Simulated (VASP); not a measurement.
As: single point with HF

Crystal: As.

```
CELL_PARAMETERS angstrom
4.50191 0.00000 0.00000
-2.25095 3.89877 0.00000
0.00000 0.00000 2.88980
ATOMIC_POSITIONS crystal
As 0.33333 0.66667 0.00000
As 0.66667 0.33333 0.00000
```

This isn't the form of As at room conditions, which is rhombohedral.

| Item | Value |
| --- | --- |
| Program | VASP 6.6.1 |
| Task | single point |
| Functional | HF |
| Potentials or basis | VASP PAW PBE potentials, release 64 (As) |
| Cutoff | 520 eV |
| k mesh | 4 × 4 × 5 |
| Occupations | fermi-dirac, width 0.05 eV |
| Spin | no spin polarisation |
| Dipole correction | no |
| Grid for exact exchange (PRECFOCK) | Normal |
| Further INCAR settings | ALGO = Normal; EDIFF = 1e-06; NBANDS = 12 |
| Share of exact exchange | 1 |

- Pressure: -2.0 GPa
- Band gap on the k mesh: zero (bands 5 and 6 overlap by 8.49 eV)

Stress tensor (GPa, compression positive):
```
-2.27  0.00  0.00
 0.00 -2.27  0.00
 0.00  0.00 -1.50
```

Levels at points of the mesh, in eV from the Fermi level:
| k point | band 1 | band 2 | band 3 | band 4 | band 5 | band 6 | band 7 | band 8 | band 9 | band 10 |
| --- | --- | --- | --- | --- | --- | --- | --- | --- | --- | --- |
| (0.00, 0.00, 0.00) | -22.30 | -13.29 | -7.57 | -7.57 | 3.10 | 3.10 | 5.78 | 8.24 | 11.79 | 12.34 |
| (0.50, 0.00, 0.00) | -20.38 | -18.13 | -9.08 | -5.13 | 6.16 | 7.61 | 8.41 | 9.43 | 9.60 | 12.74 |

Wall time 12 min on 1 thread of Intel Xeon 8259CL, with other jobs on the host, peak memory 0.18 GiB.

Caveat: the k points lie up to 0.43 Å⁻¹ apart, too coarse for converged energies and pressures of a metal; the PAW data sets were made with another functional, which shifts forces and pressure a little.
